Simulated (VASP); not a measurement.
# Au (Fm-3m) in VASP: a series of runs

Au is run at these levels: PBE; tasks: single point, relaxation of cell and atoms.

Program: VASP 6.6.1. These are calculated values, not measurements. Logs are shortened: lines on timing, memory, paths and dates and some standing lists are left out, and cuts for length are marked.

## Step 1: The cell of the first run

Symmetry: Fm-3m, No. 225, cubic system. Conventional cell: a = 4.239 Å, b = 4.239 Å, c = 4.239 Å, α = 90.00°, β = 90.00°, γ = 90.00°. Within 3.9 Å of Au (site symmetry m-3m) lie 12 Au at 3.00 Å.

## Step 2: Single point, PBE (volume scaled by 1.06)

INCAR

```
ALGO     = Normal         # electronic algorithm
EDIFF    = 1E-6           # SCF threshold, eV
ENCUT    = 500            # plane-wave cutoff, eV
GGA      = PE             # functional
GGA_COMPAT= False        
ISIF     = 2              # what is computed and relaxed
ISMEAR   = 1              # smearing method
LASPH    = True           # aspherical terms in the spheres
LCHARG   = False          # write CHGCAR
LREAL    = False          # projectors in reciprocal space
LWAVE    = False          # write WAVECAR
NBANDS   = 12             # bands
NELM     = 120            # most SCF steps
PREC     = Accurate       # precision mode
SIGMA    = 0.2            # smearing width, eV
```

KPOINTS

```
k-points
0
Gamma
  18 18 18
```

POSCAR

```
Au
1.0
    0.0000000000      2.1196299519      2.1196299519
    2.1196299519      0.0000000000      2.1196299519
    2.1196299519      2.1196299519      0.0000000000
Au
1
Direct
    0.0000000000      0.0000000000      0.0000000000
```

Potentials or basis: VASP PAW PBE potentials, release 64 (Au).

Started as:

```bash
cat potpaw_PBE.64/Au/POTCAR > POTCAR
mpirun -np 1 vasp_std > vasp.out
```

OUTCAR:

```text
EDIFF = 1E-6
   ENCUT = 500
   GGA = PE
   ISIF = 2
   ISMEAR = 1
   LASPH = True
   LREAL = False
   NELM = 120
   PREC = Accurate

 ion  position               nearest neighbor table
   1  0.000  0.000  0.000-

  LATTYP: Found a face centered cubic cell.
 ALAT       =     4.2392599038

  Lattice vectors:

 A1 = (   0.0000000000,   2.1196299519,   2.1196299519)
 A2 = (   2.1196299519,   0.0000000000,   2.1196299519)
 A3 = (   2.1196299519,   2.1196299519,   0.0000000000)

Analysis of symmetry for initial positions (statically):
=====================================================================
 Subroutine PRICEL returns:
 Original cell was already a primitive cell.

 Routine SETGRP: Setting up the symmetry group for a
 face centered cubic supercell.

 Subroutine GETGRP returns: Found 48 space group operations
 (whereof 48 operations were pure point group operations)
 out of a pool of 48 trial point group operations.

The static configuration has the point symmetry O_h .

Analysis of symmetry for dynamics (positions and initial velocities):
=====================================================================
 Subroutine PRICEL returns:
 Original cell was already a primitive cell.

 Routine SETGRP: Setting up the symmetry group for a
 face centered cubic supercell.

 Subroutine GETGRP returns: Found 48 space group operations
 (whereof 48 operations were pure point group operations)
 out of a pool of 48 trial point group operations.

The dynamic configuration has the point symmetry O_h .

 Subroutine INISYM returns: Found 48 space group operations
 (whereof 48 operations are pure point group operations),
 and found     1 'primitive' translations

----------------------------------------------------------------------------------------

                                     Primitive cell

  volume of cell :      19.0463

  direct lattice vectors                    reciprocal lattice vectors
     0.000000000  2.119629952  2.119629952    -0.235890231  0.235890231  0.235890231
     2.119629952  0.000000000  2.119629952     0.235890231 -0.235890231  0.235890231
     2.119629952  2.119629952  0.000000000     0.235890231  0.235890231 -0.235890231

  length of vectors
     2.997609425  2.997609425  2.997609425     0.408573866  0.408573866  0.408573866

  position of ions in fractional coordinates (direct lattice)
     0.000000000  0.000000000  0.000000000

  ion indices of the primitive-cell ions
   primitive index   ion index
                 1           1

----------------------------------------------------------------------------------------

 KPOINTS: k-points

Automatic generation of k-mesh.
 Grid dimensions read from file:
 generate k-points for:   18   18   18

 Generating k-lattice:

  Cartesian coordinates                     Fractional coordinates (reciprocal lattice)
    -0.013105013  0.013105013  0.013105013     0.055555556  0.000000000  0.000000000
     0.013105013 -0.013105013  0.013105013     0.000000000  0.055555556  0.000000000
     0.013105013  0.013105013 -0.013105013     0.000000000  0.000000000  0.055555556

  Length of vectors
     0.022698548  0.022698548  0.022698548

  Shift w.r.t. Gamma in fractional coordinates (k-lattice)
     0.000000000  0.000000000  0.000000000

 Subroutine IBZKPT returns following result:
 ===========================================

 Found    195 irreducible k-points:

 Following reciprocal coordinates:
            Coordinates               Weight
  0.000000  0.000000  0.000000      1.000000
  0.055556  0.000000  0.000000      8.000000
  0.111111  0.000000  0.000000      8.000000
  0.166667  0.000000  0.000000      8.000000
  0.222222  0.000000  0.000000      8.000000
  0.277778  0.000000  0.000000      8.000000
[... 16 lines left out ...]
 -0.277778  0.055556  0.000000     24.000000
 -0.222222  0.055556  0.000000     24.000000
 [... further k-points ...]
   k-points           NKPTS =    195   k-points in BZ     NKDIM =    195   number of bands    NBANDS=     12
   number of dos      NEDOS =    301   number of ions     NIONS =      1
   total plane-waves  NPLWV =  13824
   dimension x,y,z NGX =    24 NGY =   24 NGZ =   24
   dimension x,y,z NGXF=    48 NGYF=   48 NGZF=   48
   ions per type =               1
   NGX,Y,Z   is equivalent  to a cutoff of  13.31, 13.31, 13.31 a.u.
   NGXF,Y,Z  is equivalent  to a cutoff of  26.62, 26.62, 26.62 a.u.
 SYSTEM =  unknown system
   PREC   = accura    normal or accurate (medium, high low for compatibility)
   ISTART =      0    job   : 0-new  1-cont  2-samecut
   ICHARG =      2    charge: 1-file 2-atom 10-const
   ISPIN  =      1    spin polarized calculation?
   LNONCOLLINEAR =      F non collinear calculations
   LSORBIT =      F    spin-orbit coupling
   LASPH  =      T    aspherical Exc in radial PAW
   ENCUT  =  500.0 eV  36.75 Ry    6.06 a.u.   5.47  5.47  5.47*2*pi/ulx,y,z
   NELM   =    120;   NELMIN=  2; NELMDL= -5     # of ELM steps
   EDIFF  = 0.1E-05   stopping-criterion for ELM
   LREAL  =      F    real-space projection
   EDIFFG = 0.1E-04   stopping-criterion for IOM
   NSW    =      0    number of steps for IOM
   IBRION =     -1    ionic relax: 0-MD 1-quasi-New 2-CG
   NFREE  =      0    steps in history (QN), initial steepest desc. (CG)
   ISIF   =      2    stress and relaxation
   ISYM   =      2    0-nonsym 1-usesym 2-fastsym
   POTIM  = 0.5000    time-step for ionic-motion
   TEBEG  =    0.0;   TEEND  =   0.0 temperature during run
   PSTRESS=    0.0 pullay stress
   NELECT =      11.0000    total number of electrons
   NUPDOWN=      -1.0000    fix difference up-down
   EMIN   =  10.00;   EMAX   =-10.00  energy-range for DOS
   EFERMI =   0.00;   METHOD = LEGACY
   ISMEAR =     1;   SIGMA  =   0.20  broadening in eV -4-tet -1-fermi 0-gaus
   EFERMI_NEDOS =   21; number of points for ismear=-14 and -15
   IALGO  =     38    algorithm
   IMIX   =      4    mixing-type and parameters
     AMIX     =   0.40;   BMIX     =  1.00
     AMIX_MAG =   1.60;   BMIX_MAG =  1.00
  volume/ion in A,a.u.               =      19.05       128.53
  Fermi-wavevector in a.u.,A,eV,Ry     =   1.363334  2.576328 25.288881  1.858680
  Thomas-Fermi vector in A             =   2.489746
   LORBIT       =      0    0 simple, 1 ext, 2 COOP (PROOUT), +10 PAW based schemes
   GGA     = PE    functional components
   LHFCALC =     F    Hartree Fock is set to
   AEXX    =    0.0000 exact exchange contribution
   IVDW    =     0    specifies the selected vdW correction
   LEPSILON=     F    determine dielectric tensor
   LRPA    =     F    only Hartree local field effects (RPA)
 non-spin polarized calculation
 Methfessel and Paxton  Order N= 1 SIGMA  =   0.20
  energy-cutoff  :      500.00
  volume of cell :       19.05
 maximum number of plane-waves:       531
 NGX is ok and might be reduce to    24
   NGX = 11   NGY = 11   NGZ = 11

 number of electron      10.9999999 magnetization

 Free energy of the ion-electron system (eV)
  ---------------------------------------------------
  ext. energy  EPLUGINS =         0.00000000
  ---------------------------------------------------
  free energy    TOTEN  =        -3.19614534 eV

  energy without entropy =       -3.19660376  energy(sigma->0) =       -3.19629815

 E-fermi :   7.6550     XC(G=0): -12.0593

 val. band max:        7.6265574627   @ k =   0.5000   0.2778   0.1111
 cond. band min:       7.7127430570   @ k =   0.5000   0.1667   0.0556
 fundamental gap:      0.0861855944
 Fermi energy:         7.6550425292

 k-point     1 :       0.0000    0.0000    0.0000
  band No.  band energies     occupation
      1      -1.0084      2.00000
      2       3.5895      2.00000
      3       3.5895      2.00000
      4       3.5895      2.00000
      5       4.8319      2.00000
      6       4.8319      2.00000
      7      22.3437      0.00000
      8      25.7009      0.00000
      9      25.7009      0.00000
     10      25.7009      0.00000
     11      30.2723      0.00000
     12      33.8110      0.00000

 k-point     2 :       0.0556    0.0000    0.0000
  band No.  band energies     occupation
      1      -0.9107      2.00000
      2       3.5616      2.00000
      3       3.6209      2.00000
      4       3.6209      2.00000
      5       4.8187      2.00000
      6       4.8187      2.00000
      7      22.4377      0.00000
      8      24.9777      0.00000
      9      25.7933      0.00000
     10      25.7933      0.00000
     11      30.7716      0.00000
     12      32.7068      0.00000

 k-point     3 :       0.1111    0.0000    0.0000
  band No.  band energies     occupation
      1      -0.6249      2.00000
      2       3.4911      2.00000
      3       3.7029      2.00000
      4       3.7029      2.00000
      5       4.7923      2.00000
      6       4.7923      2.00000
      7      22.5411      0.00000
      8      23.5748      0.00000
      9      26.0446      0.00000
     10      26.0446      0.00000
     11      30.1816      0.00000
     12      32.1169      0.00000
[... 286 lines left out ...]
 k-point    23 :      -0.2778    0.0556    0.0000
  band No.  band energies     occupation
      1       1.0986      2.00000
      2       3.6609      2.00000
      3       3.8169      2.00000
      4       3.8356      2.00000
      5       4.9999      2.00000
      6       5.4405      2.00000
      7      16.4323      0.00000
      8      22.7364      0.00000
      9      24.5919      0.00000
     10      26.8980      0.00000
     11      28.4995      0.00000
     12      29.7564      0.00000

 k-point    24 :      -0.2222    0.0556    0.0000
  band No.  band energies     occupation
      1       0.6340      2.00000
      2       3.3964      2.00000
      3       3.8502      2.00000
      4       3.8770      2.00000
      5       4.7670      2.00000
      6       5.1614      2.00000
      7      18.5765      0.00000
      8      23.0568      0.00000
      9      25.1959      0.00000
     10      27.7679      0.00000
     11      27.7917      0.00000
     12      29.5208      0.00000

 [... further k-points ...]

------------------------ aborting loop because EDIFF is reached ----------------------------------------

  FORCE on cell =-STRESS in cart. coord.  units (eV):
  Direction    XX          YY          ZZ          XY          YZ          ZX
  --------------------------------------------------------------------------------------
  -------------------------------------------------------------------------------------
  Total       -0.8380518     -0.8380518     -0.8380518      0.0000000      0.0000000      0.0000000
  in kB      -70.4971091    -70.4971091    -70.4971091      0.0000000      0.0000000      0.0000000
  external PRESSURE =     -70.4971091 kB  Pullay stress =       0.0000000 kB

 VOLUME and BASIS-vectors are now :
 -----------------------------------------------------------------------------
  energy-cutoff  :      500.00
  volume of cell :       19.05
      direct lattice vectors                 reciprocal lattice vectors
     0.000000000  2.119629952  2.119629952    -0.235890231  0.235890231  0.235890231
     2.119629952  0.000000000  2.119629952     0.235890231 -0.235890231  0.235890231
     2.119629952  2.119629952  0.000000000     0.235890231  0.235890231 -0.235890231

 POSITION                                       TOTAL-FORCE (eV/Angst)
 -----------------------------------------------------------------------------------
      0.00000      0.00000      0.00000         0.000000      0.000000      0.000000
 -----------------------------------------------------------------------------------
    total drift:                               -0.000000      0.000000      0.000000

  FREE ENERGIE OF THE ION-ELECTRON SYSTEM (eV)
  ---------------------------------------------------
  free  energy   TOTEN  =        -3.1961453361 eV

  energy  without entropy=       -3.1966037635  energy(sigma->0) =       -3.19629815
```

Wall time 18 s (1 thread of AMD EPYC 9R45 (Zen 5), shared host); peak memory 0.14 GiB.

What came out:

| Property | Result |
| --- | --- |
| Free energy | -3.1961 eV |
| Pressure | -7.0 GPa |

Caveat: the cell differs from its parent crystal (volume scaled by 1.06); spin-orbit coupling is left out, which moves the levels of the heavy elements.

## Step 3: Single point, PBE (volume scaled by 1.09)

INCAR

```
PREC     = Accurate       # precision mode
ENCUT    = 500            # plane-wave cutoff, eV
EDIFF    = 1E-6           # SCF threshold, eV
ISMEAR   = 1              # smearing method
SIGMA    = 0.2            # smearing width, eV
LREAL    = F              # projectors in reciprocal space
LASPH    = T              # aspherical terms in the spheres
NELM     = 120            # most SCF steps
ALGO     = Normal         # electronic algorithm
ISIF     = 2              # what is computed and relaxed
LWAVE    = F              # write WAVECAR
LCHARG   = F              # write CHGCAR
GGA      = PE             # functional
NBANDS   = 12             # bands
GGA_COMPAT= F
```

KPOINTS

```
Automatic mesh
0
Gamma
  18 18 18
```

POSCAR

```
Au
1.0
    0.0000000000      2.1394407259      2.1394407259
    2.1394407259      0.0000000000      2.1394407259
    2.1394407259      2.1394407259      0.0000000000
Au
1
Direct
    0.0000000000      0.0000000000      0.0000000000
```

Potentials or basis: VASP PAW PBE potentials, release 64 (Au).

Started as:

```bash
cat potpaw_PBE.64/Au/POTCAR > POTCAR
mpirun -np 1 vasp_std > vasp.out
```

Run time: 19 s. Hardware: 1 thread of AMD EPYC 9R45 (Zen 5), shared host; peak memory 0.14 GiB.

Results (log left out):

- Free energy: -3.1686 eV
- Pressure: -9.5 GPa

Levels at points of the mesh, in eV from the Fermi level:
```
           k point  band 4  band 5  band 6  band 7  band 8  band 9
(0.00, 0.00, 0.00)   -3.95   -2.76   -2.76   14.69   17.88   17.88
(0.50, 0.00, 0.00)   -1.83   -1.83   -0.27    2.45   14.11   16.12
(0.50, 0.50, 0.00)   -1.58   -1.58    1.47    4.80    9.67    9.67
```

Caveat: the cell differs from its parent crystal (volume scaled by 1.09); spin-orbit coupling is left out, which moves the levels of the heavy elements.

## Step 4: Relaxation of cell and atoms, PBE

This run uses another cell than the first one, of 18.08 Å³/atom, 0.949 times its volume.

INCAR

```
PREC     = Accurate       # precision mode
ENCUT    = 500            # plane-wave cutoff, eV
EDIFF    = 1E-7           # SCF threshold, eV
ISMEAR   = 1              # smearing method
SIGMA    = 0.2            # smearing width, eV
LREAL    = False          # projectors in reciprocal space
LASPH    = True           # aspherical terms in the spheres
NELM     = 120            # most SCF steps
ALGO     = Normal         # electronic algorithm
ISIF     = 3              # what is computed and relaxed
LWAVE    = False          # write WAVECAR
LCHARG   = False          # write CHGCAR
GGA      = PE             # functional
IBRION   = 2              # ionic algorithm
NSW      = 100            # ionic steps
EDIFFG   = -0.002         # ionic threshold
GGA_COMPAT= False        
NELMIN   = 4
```

KPOINTS is that of step 3.

POSCAR

```
Au
1.0
    0.0000000000      2.0830626651      2.0830626651
    2.0830626651      0.0000000000      2.0830626651
    2.0830626651      2.0830626651      0.0000000000
Au
1
Direct
    0.0000000000      0.0000000000      0.0000000000
```

Potentials or basis: VASP PAW PBE potentials, release 64 (Au).

Started as:

```bash
cat potpaw_PBE.64/Au/POTCAR > POTCAR
mpirun -np 1 vasp_std > vasp.out
```

OUTCAR:

```text
PREC = Accurate
   ENCUT = 500
   EDIFF = 1E-7
   ISMEAR = 1
   LREAL = False
   LASPH = True
   NELM = 120
   ISIF = 3
   GGA = PE
   IBRION = 2
   NSW = 100
   EDIFFG = -0.002
   NELMIN = 4

 ion  position               nearest neighbor table
   1  0.000  0.000  0.000-

  LATTYP: Found a face centered cubic cell.
 ALAT       =     4.1661253302

  Lattice vectors:

 A1 = (   0.0000000000,   2.0830626651,   2.0830626651)
 A2 = (   2.0830626651,   0.0000000000,   2.0830626651)
 A3 = (   2.0830626651,   2.0830626651,   0.0000000000)

Analysis of symmetry for initial positions (statically):
=====================================================================
 Subroutine PRICEL returns:
 Original cell was already a primitive cell.

 Routine SETGRP: Setting up the symmetry group for a
 face centered cubic supercell.

[... 252 lines left out ...]

 k-point     1 :       0.0000    0.0000    0.0000
  band No.  band energies     occupation
      1      -0.6826      2.00000
      2       4.2171      2.00000
      3       4.2171      2.00000
      4       4.2171      2.00000
      5       5.6002      2.00000
      6       5.6002      2.00000
      7      23.2231      0.00000
      8      26.9276      0.00000
      9      26.9276      0.00000
[... 265 lines left out ...]
 k-point    24 :      -0.2222    0.0556    0.0000
  band No.  band energies     occupation
      1       1.0410      2.00000
      2       3.9865      2.00000
      3       4.5006      2.00000
      4       4.5330      2.00000
      5       5.5204      2.00000
      6       5.9600      2.00000
      7      19.8899      0.00000
      8      24.1396      0.00000
      9      26.6806      0.00000

 [... further k-points ...]

------------------------ aborting loop because EDIFF is reached ----------------------------------------

  FORCE on cell =-STRESS in cart. coord.  units (eV):
  Direction    XX          YY          ZZ          XY          YZ          ZX
  --------------------------------------------------------------------------------------
  -------------------------------------------------------------------------------------
  Total        0.0012463      0.0012463      0.0012463     -0.0000000      0.0000000     -0.0000000
  in kB        0.1113218      0.1113218      0.1113218     -0.0000000      0.0000000     -0.0000000
  external PRESSURE =       0.1113218 kB  Pullay stress =       0.0000000 kB
[... 16 lines left out ...]
  FREE ENERGIE OF THE ION-ELECTRON SYSTEM (eV)
  ---------------------------------------------------
  free  energy   TOTEN  =        -3.2217251804 eV

  energy  without entropy=       -3.2224619752  energy(sigma->0) =       -3.22197078

 reached required accuracy - stopping structural energy minimisation
```

It took 32 s on 1 thread of AMD EPYC 9R45 (Zen 5), shared host; peak memory 0.14 GiB.

Results:

* Free energy: -3.2217 eV
* Relaxed volume: 17.94 Å³/atom
* Relaxed cell: a = 2.938 Å, b = 2.938 Å, c = 2.938 Å, α = 60.00°, β = 60.00°, γ = 60.00°
* Space group after relaxing (to 0.05 Å): Fm-3m (No. 225)
* Energy gained by relaxing: 0.5 meV/atom
* Ionic steps: 3
* Pressure after relaxing: 0.0 GPa

The path:
```
step  energy change (eV)  largest force (eV/Å)  pressure (GPa)  volume (Å³)
   1              0.0000                0.0000           -1.07        18.08
   2              0.0003                0.0000            1.43        17.76
   3             -0.0005                0.0000            0.01        17.94
```

Final structure:
```
Au
1.0
     0.00000    2.07767    2.07767
     2.07767    0.00000    2.07767
     2.07767    2.07767    0.00000
Au
1
Direct
  0.00000 0.00000 0.00000
```

Levels at points of the mesh, in eV from the Fermi level:
| k point | band 4 | band 5 | band 6 | band 7 | band 8 | band 9 |
| --- | --- | --- | --- | --- | --- | --- |
| (0.00, 0.00, 0.00) | -4.37 | -2.98 | -2.98 | 14.64 | 18.34 | 18.34 |
| (0.50, 0.00, 0.00) | -1.89 | -1.89 | -0.66 | 2.86 | 14.08 | 16.80 |
| (0.50, 0.50, 0.00) | -1.59 | -1.59 | 1.22 | 5.43 | 9.92 | 9.92 |

Caveat: spin-orbit coupling is left out, which moves the levels of the heavy elements.

## Step 5: Summary

```csv
task,cell,gap on the mesh (eV),pressure (GPa)
single point,"a = 2.998 Å, angles 60.0°, 1 atom",none,-7.0
single point,"a = 3.026 Å, angles 60.0°, 1 atom",none,-9.5
relaxation of cell and atoms,"relaxed from a = 2.946 Å, angles 60.0°, 1 atom",none,0.0
```

Alike in all rows: level PBE; potentials or basis VASP PAW PBE potentials, release 64 (Au); no spin polarisation; k mesh 18 × 18 × 18; cutoff (eV) 500; smearing methfessel-paxton 0.2 eV.

Caveats: spin-orbit coupling is left out, which moves the levels of the heavy elements.

Absolute energies hang on the potentials; compare differences alone.
